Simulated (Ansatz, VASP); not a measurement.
# Two plane-wave programs on SiO2

The input INCAR:

```
SYSTEM = SiO2
PREC = Accurate
ENCUT = 520
EDIFF = 1E-7
ISMEAR = 0
SIGMA = 0.05
LREAL = .FALSE.
LASPH = .TRUE.
NELM = 60
ALGO = Normal
ISIF = 2
LWAVE = .FALSE.
LCHARG = .FALSE.
GGA = CA
NBANDS = 25
```

Contents of KPOINTS:

```
regular mesh
0
G
  6 6 10
  0 0 0
```

The input POSCAR:

```
SiO2
1.0
    4.5829536288      0.0000000000      0.0000000000
    0.0000000000      4.5829536288      0.0000000000
    0.0000000000      0.0000000000      2.5375814243
Si O
2 4
Direct
    0.5000000000      0.5000000000      0.5000000000
    0.0000000000      0.0000000000      0.0000000000
    0.6944252994      0.6944252994      0.0000000000
    0.1944252994      0.8055747006      0.5000000000
    0.3055747006      0.3055747006      0.0000000000
    0.8055747006      0.1944252994      0.5000000000
```

Input for Ansatz:

```yaml
crystal:
  lattice:
    - [4.5829536288, 0.0, 0.0]
    - [0.0, 4.5829536288, 0.0]
    - [0.0, 0.0, 2.5375814243]
  atoms:
    - { symbol: Si, position: [0.5, 0.5, 0.5] }
    - { symbol: Si, position: [0.0, 0.0, 0.0] }
    - { symbol: O, position: [0.6944252994, 0.6944252994, 0.0] }
    - { symbol: O, position: [0.1944252994, 0.8055747006, 0.5] }
    - { symbol: O, position: [0.3055747006, 0.3055747006, 0.0] }
    - { symbol: O, position: [0.8055747006, 0.1944252994, 0.5] }
basis:
  ecutwfc: 520.0
kpoints:
  mp_grid: { grid: [6, 6, 10] }
hamiltonian:
  xc: lda
  pseudopotentials: { kind: paw, azcp: { folder: soft_1 } }
scf:
  occupations: { method: gaussian, width: 0.05 }
output:
  forces: true
  stress: true
  eigenvalues: true
```

Alike in both runs: task single point; functional LDA; k mesh 6 × 6 × 10; occupations gaussian, width 0.05 eV; no spin polarisation.

|  | VASP | Ansatz |
| --- | --- | --- |
| version | VASP 6.6.1 | Ansatz 0.2.0 |
| potentials or method | VASP PAW LDA potentials, release 64 (Si, O), cutoff 520 eV | scalar-relativistic, plane waves, PAW |
| valence electrons in the cell | 32 | 32 |

VASP gave:

- gap on the k mesh at the Fermi level (eV): 3.58
- least direct gap on the mesh (eV): 3.58
- pressure (GPa): -27.3
- traceless stress, the component that is largest in VASP (GPa): 35.48
- rms of the force components (eV/Å): 1.090

Q: Which values does Ansatz return?

A: gap on the k mesh at the Fermi level (eV): 3.60; least direct gap on the mesh (eV): 3.60; pressure (GPa): -28.2; traceless stress, the component that is largest in VASP (GPa): 34.64; rms of the force components (eV/Å): 1.127.

Ansatz warns that its potentials were made for another functional, while VASP's fit it. LDA's correlation is that of Perdew and Zunger in VASP and of Perdew and Wang (1992) in Ansatz. Atom by atom the forces differ by 0.037 eV/Å (rms over components).
